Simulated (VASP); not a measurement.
## MgO: single point with r2SCAN

Crystal: MgO.

```
Mg O
1.0
     0.00000    2.13515    2.13515
     2.37535    0.00000    2.13515
     2.37535    2.13515    0.00000
Mg O
1 1
Direct
  0.00000 0.00000 0.00000
  0.50000 0.50000 0.50000
```

This cell differs from its parent crystal: strain +0.1125 x Voigt [1, 0, 0, 0, 0, 0].

```
Program             : VASP 6.6.1
Task                : single point
Functional          : r2SCAN
Potentials or basis : VASP PAW PBE potentials, release 64 (Mg, O)
Cutoff              : 520 eV
k mesh              : 10 × 10 × 10
Occupations         : gaussian, width 0.05 eV
Spin                : no spin polarisation
```

- Pressure: -17.3 GPa
- Band gap on the k mesh: 4.09 eV, direct

Stress tensor (GPa, compression positive):
```
-20.96   0.00   0.00
  0.00 -15.49   0.00
  0.00   0.00 -15.49
```

Levels at points of the mesh, in eV from the valence-band top:
```
           k point  band 1  band 2  band 3  band 4  band 5  band 6  band 7  band 8
(0.00, 0.00, 0.00)  -17.65   -0.20   -0.20    0.00    4.09   15.27   16.31   16.31
(0.50, 0.00, 0.00)  -16.73   -4.12   -0.76   -0.57    7.70   11.91   14.99   16.99
(0.50, 0.50, 0.00)  -16.46   -3.56   -1.74   -1.07    9.44    9.44   13.06   16.75
(0.00, 0.50, 0.50)  -16.71   -3.78   -1.05   -1.05    9.53   10.40   11.69   18.92
```

It took 58 s on 1 thread of Intel(R) Xeon(R) Platinum 8488C (Sapphire Rapids), on a shared host, peak memory 0.16 GiB.

Caveat: the cell differs from its parent crystal (strain +0.1125 x Voigt [1, 0, 0, 0, 0, 0]); the PAW data sets were made with another functional, which shifts forces and pressure a little.
